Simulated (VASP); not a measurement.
A run of VASP 6.6.1:

File INCAR:

```
SYSTEM = NiGe3
ALGO = Normal ; EDIFF = 1E-6
ENCUT = 520 ; GGA = PE
ISIF = 2 ; ISMEAR = 0
LASPH = .True. ; LCHARG = .False.
LREAL = .False. ; LWAVE = .False.
NBANDS = 34 ; NELM = 80
PREC = Accurate ; SIGMA = 0.1
```

File KPOINTS:

```
k-points
0
Gamma
  12 12 12
  0 0 0
```

The input POSCAR:

```
NiGe3
1.0
    0.0000000000      3.2073824497      3.2073824497
    3.2073824497      0.0000000000      3.2073824497
    3.2073824497      3.2073824497      0.0000000000
Ni Ge
1 3
Direct
    0.0000000000      0.0000000000      0.0000000000
    0.2500000000      0.2500000000      0.2500000000
    0.7500000000      0.7500000000      0.7500000000
    0.5000000000      0.5000000000      0.5000000000
```

Potentials or basis: VASP PAW PBE potentials, release 64 (Ni, Ge_d).

Run with:

```console
$ cat potpaw_PBE.64/Ni/POTCAR potpaw_PBE.64/Ge_d/POTCAR > POTCAR
$ mpirun -np 1 vasp_std > vasp.out
```

Hardware: 1 thread of AMD EPYC 9R45 96-Core Processor (Zen 5), with other jobs on the host.

**Question.** How long does it take, and how much memory?

**Answer.** It took 120 s on 1 thread of AMD EPYC 9R45 96-Core Processor (Zen 5), with other jobs on the host, peak memory 0.26 GiB. Counts: scf iterations 15, k points 72.
